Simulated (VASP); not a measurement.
Wanted: the native input for a VASP 6.6.1 run.

```yaml
Task: electric field gradients
Functional: LDA
Potentials_or_basis: VASP PAW LDA potentials, release 64 (Ag_sv_GW, Pt_sv_GW)
Cutoff: 470 eV
k_mesh: 9 × 9 × 9
Occupations: fermi-dirac, width 0.08 eV
Spin: no spin polarisation
Dipole_correction: no
Further_INCAR_settings: ALGO = Normal; EDIFF = 1e-08; NBANDS = 44
```

The structure of AgPt3 lies in POSCAR:

```
AgPt3
1.0
    3.9258285673      0.0000000000      0.0000000000
    0.0000000000      3.9258285673      0.0000000000
    0.0000000000      0.0000000000      3.9258285673
Ag Pt
1 3
Direct
    0.0000000000      0.0000000000      0.0000000000
    0.0000000000      0.5000000000      0.5000000000
    0.5000000000      0.0000000000      0.5000000000
    0.5000000000      0.5000000000      0.0000000000
```

These files were run (other wordings do the same):

INCAR

```
PREC     = Accurate       # precision mode
ENCUT    = 470            # plane-wave cutoff, eV
EDIFF    = 1E-8           # SCF threshold, eV
ISMEAR   = -1             # smearing method
SIGMA    = 0.08           # smearing width, eV
LREAL    = False          # projectors in reciprocal space
LASPH    = True           # aspherical terms in the spheres
NELM     = 120            # most SCF steps
ALGO     = Normal         # electronic algorithm
ISIF     = 2              # what is computed and relaxed
LWAVE    = False          # write WAVECAR
LCHARG   = False          # write CHGCAR
LEFG     = True         
NBANDS   = 44             # bands
GGA_COMPAT= False
```

KPOINTS

```
regular mesh
0
Gamma
  9 9 9
```

Potentials or basis: VASP PAW LDA potentials, release 64 (Ag_sv_GW, Pt_sv_GW).

Run with:

```sh
$ cat potpaw_LDA.64/Ag_sv_GW/POTCAR potpaw_LDA.64/Pt_sv_GW/POTCAR > POTCAR
$ mpirun -np 1 vasp_std > vasp.out
```

It gave:

| Property | Result |
| --- | --- |
| Pressure | -6.1 GPa |
| Band gap on the k mesh | zero (an odd number of electrons rules out a gap without spin polarisation) |
| Largest electric field gradient by atom | Ag +0.0; Pt -18.8 V/Å² |

Caveat: the cell stands under tension; without QUAD_EFG the Cq values of the log hold for a quadrupole moment of 1 mb, not for the nuclei; spin-orbit coupling is left out, which moves the levels of the heavy elements.

It took 2.2 min on 1 thread of Intel(R) Xeon(R) Platinum 8375C CPU @ 2.90GHz (Ice Lake), on a shared host, peak memory 0.2 GiB.
